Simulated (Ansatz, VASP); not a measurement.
C: VASP beside Ansatz

```
CELL_PARAMETERS angstrom
0.00000 2.19081 3.39822
1.26484 0.00000 3.39822
1.26484 2.19081 0.00000
ATOMIC_POSITIONS crystal
C 0.16667 0.83333 0.16667
C 0.83333 0.16667 0.83333
```

Change from the starting cell: strain +0.030 along x and y, +0.015 along z, atoms carried along.

Alike in both runs: task single point; functional LDA; k mesh 14 × 14 × 14; occupations gaussian, width 0.05 eV; no spin polarisation.

```csv
,VASP,Ansatz
version,VASP 6.6.1,Ansatz 0.2.0
potentials or method,"VASP PAW LDA potentials, release 64 (C), cutoff 520 eV","scalar-relativistic, plane waves, PAW"
valence electrons in the cell,8,8
```

```csv
,VASP,Ansatz,Ansatz less VASP
gap on the k mesh at the Fermi level (eV),0.28,0.28,+0.001
least direct gap on the mesh (eV),0.36,0.36,+0.002
pressure (GPa),-24.4,-25.1,-0.71
"traceless stress, the component that is largest in VASP (GPa)",24.28,25.09,+0.810
rms of the force components (eV/Å),0.020,0.020,-0.0001
```

LDA's correlation is that of Perdew and Zunger in VASP and of Perdew and Wang (1992) in Ansatz. Atom by atom the forces differ by 0.000 eV/Å (rms over components).
